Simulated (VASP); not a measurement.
# Sb (R-3m) in VASP: further runs

Runs on Sb. Level: PBE. Tasks: electric field gradients.

Program: VASP 6.6.1. These are calculated values, not measurements. Logs are shortened: lines on timing, memory, paths and dates and some standing lists are left out, and cuts for length are marked.

## Step 1: The cell of the first run

The structure is trigonal, space group R-3m (No. 166). The conventional cell has a = 4.337 Å, b = 4.337 Å, c = 11.325 Å, α = 90.00°, β = 90.00°, γ = 120.00°. Within 3.9 Å of Sb (site symmetry 3m) lie 6 Sb at 2.93 to 3.37 Å.

## Step 2: Electric field gradients, PBE (volume scaled by 1.025)

The input, INCAR:

```
SYSTEM = Sb
PREC = Accurate
ENCUT = 520
EDIFF = 1E-8
ISMEAR = -1
SIGMA = 0.05
LREAL = .FALSE.
LASPH = .TRUE.
NELM = 100
ALGO = Normal
ISIF = 2
LWAVE = .FALSE.
LCHARG = .FALSE.
GGA = PE
LEFG = .TRUE.
NBANDS = 12
```

The input, KPOINTS:

```
Automatic mesh
0
G
  9 9 9
  0 0 0
```

The input, POSCAR:

```
Sb
1.0
    2.1683746945      1.2519117136      3.7749435520
   -2.1683746945      1.2519117136      3.7749435520
    0.0000000000     -2.5038234270      3.7749435520
Sb
2
Direct
    0.2336400000      0.2336400000      0.2336400000
    0.7663600000      0.7663600000      0.7663600000
```

Potentials or basis: VASP PAW PBE potentials, release 64 (Sb).

On the command line:

```bash
$ cat potpaw_PBE.64/Sb/POTCAR > POTCAR
$ mpirun -np 1 vasp_std > vasp.out
```

OUTCAR:

```text
SYSTEM = Sb
   PREC = Accurate
   ENCUT = 520
   EDIFF = 1E-8
   ISMEAR = -1
   LREAL = .FALSE.
   LASPH = .TRUE.
   NELM = 100
   ISIF = 2
   GGA = PE

 ion  position               nearest neighbor table
   1  0.234  0.234  0.234-   2 2.93   2 2.93   2 2.93   2 3.37   2 3.37   2 3.37
   2  0.766  0.766  0.766-   1 2.93   1 2.93   1 2.93   1 3.37   1 3.37   1 3.37

  LATTYP: Found a trigonal (rhomboedric) cell.
 ALAT       =     4.5298267710
 COS(alpha) =     0.5417151843

  Lattice vectors:

 A1 = (   2.1683746945,   1.2519117136,   3.7749435520)
 A2 = (  -2.1683746945,   1.2519117136,   3.7749435520)
 A3 = (   0.0000000000,  -2.5038234270,   3.7749435520)

Analysis of symmetry for initial positions (statically):
=====================================================================
 Subroutine PRICEL returns:
 Original cell was already a primitive cell.

 Routine SETGRP: Setting up the symmetry group for a
 trigonal (rhombohedral) supercell.

 Subroutine GETGRP returns: Found 12 space group operations
 (whereof 12 operations were pure point group operations)
 out of a pool of 12 trial point group operations.

The static configuration has the point symmetry D_3d.

Analysis of symmetry for dynamics (positions and initial velocities):
=====================================================================
 Subroutine PRICEL returns:
 Original cell was already a primitive cell.

 Routine SETGRP: Setting up the symmetry group for a
 trigonal (rhombohedral) supercell.

 Subroutine GETGRP returns: Found 12 space group operations
 (whereof 12 operations were pure point group operations)
 out of a pool of 12 trial point group operations.

The dynamic configuration has the point symmetry D_3d.

 Subroutine INISYM returns: Found 12 space group operations
 (whereof 12 operations are pure point group operations),
 and found     1 'primitive' translations

----------------------------------------------------------------------------------------

                                     Primitive cell

  volume of cell :      61.4851

  direct lattice vectors                    reciprocal lattice vectors
     2.168374695  1.251911714  3.774943552     0.230587454  0.133129729  0.088301541
    -2.168374695  1.251911714  3.774943552    -0.230587454  0.133129729  0.088301541
     0.000000000 -2.503823427  3.774943552     0.000000000 -0.266259457  0.088301541

  length of vectors
     4.529826771  4.529826771  4.529826771     0.280519626  0.280519626  0.280519626

  position of ions in fractional coordinates (direct lattice)
     0.233640000  0.233640000  0.233640000
     0.766360000  0.766360000  0.766360000

  ion indices of the primitive-cell ions
   primitive index   ion index
                 1           1
                 2           2

----------------------------------------------------------------------------------------

 KPOINTS: Automatic mesh

Automatic generation of k-mesh.
 Grid dimensions read from file:
 generate k-points for:    9    9    9

 Generating k-lattice:

  Cartesian coordinates                     Fractional coordinates (reciprocal lattice)
     0.025620828  0.014792192  0.009811282     0.111111111  0.000000000  0.000000000
    -0.025620828  0.014792192  0.009811282     0.000000000  0.111111111  0.000000000
     0.000000000 -0.029584384  0.009811282     0.000000000  0.000000000  0.111111111

  Length of vectors
     0.031168847  0.031168847  0.031168847

  Shift w.r.t. Gamma in fractional coordinates (k-lattice)
     0.000000000  0.000000000  0.000000000

 Subroutine IBZKPT returns following result:
 ===========================================

 Found     85 irreducible k-points:

 Following reciprocal coordinates:
            Coordinates               Weight
  0.000000  0.000000  0.000000      1.000000
  0.111111  0.000000  0.000000      6.000000
  0.222222  0.000000 -0.000000      6.000000
  0.333333 -0.000000 -0.000000      6.000000
  0.444444  0.000000 -0.000000      6.000000
  0.111111  0.111111  0.000000      6.000000
[... 16 lines left out ...]
 -0.333333  0.333333  0.000000      6.000000
  0.444444  0.444444 -0.000000      6.000000
 [... further k-points ...]
   k-points           NKPTS =     85   k-points in BZ     NKDIM =     85   number of bands    NBANDS=     12
   number of dos      NEDOS =    301   number of ions     NIONS =      2
   total plane-waves  NPLWV =  46656
   dimension x,y,z NGX =    36 NGY =   36 NGZ =   36
   dimension x,y,z NGXF=    72 NGYF=   72 NGZF=   72
   ions per type =               2
   NGX,Y,Z   is equivalent  to a cutoff of  13.21, 13.21, 13.21 a.u.
   NGXF,Y,Z  is equivalent  to a cutoff of  26.42, 26.42, 26.42 a.u.
 SYSTEM =  Sb
   PREC   = accura    normal or accurate (medium, high low for compatibility)
   ISTART =      0    job   : 0-new  1-cont  2-samecut
   ICHARG =      2    charge: 1-file 2-atom 10-const
   ISPIN  =      1    spin polarized calculation?
   LNONCOLLINEAR =      F non collinear calculations
   LSORBIT =      F    spin-orbit coupling
   LASPH  =      T    aspherical Exc in radial PAW
   ENCUT  =  520.0 eV  38.22 Ry    6.18 a.u.   8.42  8.42  8.42*2*pi/ulx,y,z
   NELM   =    100;   NELMIN=  2; NELMDL= -5     # of ELM steps
   EDIFF  = 0.1E-07   stopping-criterion for ELM
   LREAL  =      F    real-space projection
   EDIFFG = 0.1E-06   stopping-criterion for IOM
   NSW    =      0    number of steps for IOM
   IBRION =     -1    ionic relax: 0-MD 1-quasi-New 2-CG
   NFREE  =      0    steps in history (QN), initial steepest desc. (CG)
   ISIF   =      2    stress and relaxation
   ISYM   =      2    0-nonsym 1-usesym 2-fastsym
   POTIM  = 0.5000    time-step for ionic-motion
   TEBEG  =    0.0;   TEEND  =   0.0 temperature during run
   PSTRESS=    0.0 pullay stress
   NELECT =      10.0000    total number of electrons
   NUPDOWN=      -1.0000    fix difference up-down
   EMIN   =  10.00;   EMAX   =-10.00  energy-range for DOS
   EFERMI =   0.00;   METHOD = LEGACY
   ISMEAR =    -1;   SIGMA  =   0.05  broadening in eV -4-tet -1-fermi 0-gaus
   EFERMI_NEDOS =   21; number of points for ismear=-14 and -15
   IALGO  =     38    algorithm
   IMIX   =      4    mixing-type and parameters
     AMIX     =   0.40;   BMIX     =  1.00
     AMIX_MAG =   1.60;   BMIX_MAG =  1.00
  volume/ion in A,a.u.               =      30.74       207.46
  Fermi-wavevector in a.u.,A,eV,Ry     =   0.893617  1.688692 10.864959  0.798552
  Thomas-Fermi vector in A             =   2.015718
   LORBIT       =      0    0 simple, 1 ext, 2 COOP (PROOUT), +10 PAW based schemes
   GGA     = PE    functional components
[... 5 lines left out ...]
 non-spin polarized calculation
  energy-cutoff  :      520.00
  volume of cell :       61.49
 maximum number of plane-waves:      1670
 NGX is ok and might be reduce to    36
   NGX = 17   NGY = 17   NGZ = 17

 number of electron      10.0000000 magnetization

 Free energy of the ion-electron system (eV)
  ---------------------------------------------------
  ext. energy  EPLUGINS =         0.00000000
  ---------------------------------------------------
  free energy    TOTEN  =        -8.27202723 eV

  energy without entropy =       -8.27059298  energy(sigma->0) =       -8.27131010

 E-fermi :   7.0409     XC(G=0):  -9.4549

 val. band max:        6.9671579923   @ k =   0.3333   0.2222   0.2222
 cond. band min:       7.0837639198   @ k =   0.4444   0.0000  -0.0000
 fundamental gap:      0.1166059275
 Fermi energy:         7.0408896719

 k-point     1 :       0.0000    0.0000    0.0000
  band No.  band energies     occupation
      1      -5.5182      2.00000
      2       2.1797      2.00000
      3       5.0556      2.00000
      4       5.2926      2.00000
      5       5.2926      2.00000
      6       9.1280      0.00000
      7       9.7335      0.00000
      8       9.7335      0.00000
      9      12.1529      0.00000
     10      12.1529      0.00000
     11      12.3050      0.00000
     12      13.6992      0.00000

 k-point     2 :       0.1111    0.0000    0.0000
  band No.  band energies     occupation
      1      -5.3845      2.00000
      2       1.6186      2.00000
      3       5.0915      2.00000
      4       5.2620      2.00000
      5       5.5012      2.00000
      6       9.0473      0.00000
      7       9.3802      0.00000
      8       9.4187      0.00000
      9      11.6880      0.00000
     10      12.0892      0.00000
     11      12.2080      0.00000
     12      14.5587      0.00000

 k-point     3 :       0.2222    0.0000   -0.0000
  band No.  band energies     occupation
      1      -4.9866      2.00000
      2       0.4140      2.00000
      3       5.1032      2.00000
      4       5.2025      2.00000
      5       5.8963      2.00000
      6       8.4923      0.00000
      7       8.6432      0.00000
      8       8.7063      0.00000
      9      11.8192      0.00000
     10      12.3734      0.00000
     11      12.8228      0.00000
     12      16.2946      0.00000
[... 286 lines left out ...]
 k-point    23 :      -0.3333    0.3333    0.0000
  band No.  band energies     occupation
      1      -2.5401      2.00000
      2      -2.3739      2.00000
      3       2.1067      2.00000
      4       4.3107      2.00000
      5       4.5467      2.00000
      6       9.2035      0.00000
      7       9.5360      0.00000
      8      12.2058      0.00000
      9      12.3728      0.00000
     10      13.5384      0.00000
     11      14.8565      0.00000
     12      17.0038      0.00000

 k-point    24 :       0.4444    0.4444   -0.0000
  band No.  band energies     occupation
      1      -3.3568      2.00000
      2      -0.8100      2.00000
      3       1.8957      2.00000
      4       3.4550      2.00000
      5       3.5123      2.00000
      6       8.6822      0.00000
      7      11.8279      0.00000
      8      12.4047      0.00000
      9      13.3927      0.00000
     10      15.5703      0.00000
     11      16.6491      0.00000
     12      17.8003      0.00000

 [... further k-points ...]

------------------------ aborting loop because EDIFF is reached ----------------------------------------

  FORCE on cell =-STRESS in cart. coord.  units (eV):
  Direction    XX          YY          ZZ          XY          YZ          ZX
  --------------------------------------------------------------------------------------
  -------------------------------------------------------------------------------------
  Total        0.6772433      0.6772433      0.5751574      0.0000000      0.0000000      0.0000000
  in kB       17.6475971     17.6475971     14.9874419      0.0000000      0.0000000      0.0000000
  external PRESSURE =      16.7608787 kB  Pullay stress =       0.0000000 kB

 VOLUME and BASIS-vectors are now :
 -----------------------------------------------------------------------------
  energy-cutoff  :      520.00
  volume of cell :       61.49
      direct lattice vectors                 reciprocal lattice vectors
     2.168374695  1.251911714  3.774943552     0.230587454  0.133129729  0.088301541
    -2.168374695  1.251911714  3.774943552    -0.230587454  0.133129729  0.088301541
     0.000000000 -2.503823427  3.774943552     0.000000000 -0.266259457  0.088301541

 POSITION                                       TOTAL-FORCE (eV/Angst)
 -----------------------------------------------------------------------------------
      0.00000      0.00000      2.64593         0.000000      0.000000      0.111748
      0.00000      0.00000      8.67890         0.000000     -0.000000     -0.111748
 -----------------------------------------------------------------------------------
    total drift:                                0.000000     -0.000000      0.000000

  FREE ENERGIE OF THE ION-ELECTRON SYSTEM (eV)
  ---------------------------------------------------
  free  energy   TOTEN  =        -8.2720272263 eV

  energy  without entropy=       -8.2705929820  energy(sigma->0) =       -8.27131010

 Electric field gradients (V/A^2)
---------------------------------------------------------------------
 ion       V_xx      V_yy      V_zz      V_xy      V_xz      V_yz
---------------------------------------------------------------------
   1      22.920    22.920   -45.840     0.000    -0.000    -0.000
   2      22.920    22.920   -45.840     0.000     0.000    -0.000
---------------------------------------------------------------------

 Electric field gradients after diagonalization (V/A^2)
 (convention: |V_zz| > |V_xx| > |V_yy|)
----------------------------------------------------------------------
 ion       V_xx      V_yy      V_zz     asymmetry (V_yy - V_xx)/ V_zz
----------------------------------------------------------------------
   1      22.920    22.920   -45.840       0.000
   2      22.920    22.920   -45.840       0.000
----------------------------------------------------------------------

           NMR quadrupolar parameters

 Cq : quadrupolar parameter    Cq=e*Q*V_zz/h
 eta: asymmetry parameters     (V_yy - V_xx)/ V_zz
 Q  : nuclear electric quadrupole moment in mb (millibarn)
----------------------------------------------------------------------
 ion       Cq(MHz)       eta       Q (mb)
----------------------------------------------------------------------
   1      -0.111       0.000       1.000
   2      -0.111       0.000       1.000
----------------------------------------------------------------------
```

Wall time 59 s (1 thread of Intel Xeon 6975P-C, shared host); peak memory 0.23 GiB.

What came out:

```yaml
Free_energy: -8.2720 eV
Pressure: 1.7 GPa
Largest_force: 0.112 eV/Å
Band_gap_on_the_k_mesh: 0.12 eV, indirect (least direct gap 0.49 eV)
```

Forces on the atoms (eV/Å):
```
Sb   0.000  0.000  0.112
Sb   0.000  0.000 -0.112
```

Electric field gradients, principal values (V/Å²):
| atom | least | middle | greatest (by size) |
| --- | --- | --- | --- |
| 1 Sb | 22.920 | 22.920 | -45.840 |
| 2 Sb | 22.920 | 22.920 | -45.840 |

Caveat: without QUAD_EFG the Cq values of the log hold for a quadrupole moment of 1 mb, not for the nuclei; spin-orbit coupling is left out, which moves the levels of the heavy elements. A k mesh can miss the band edges.

(Continued in part 2 of 3.)
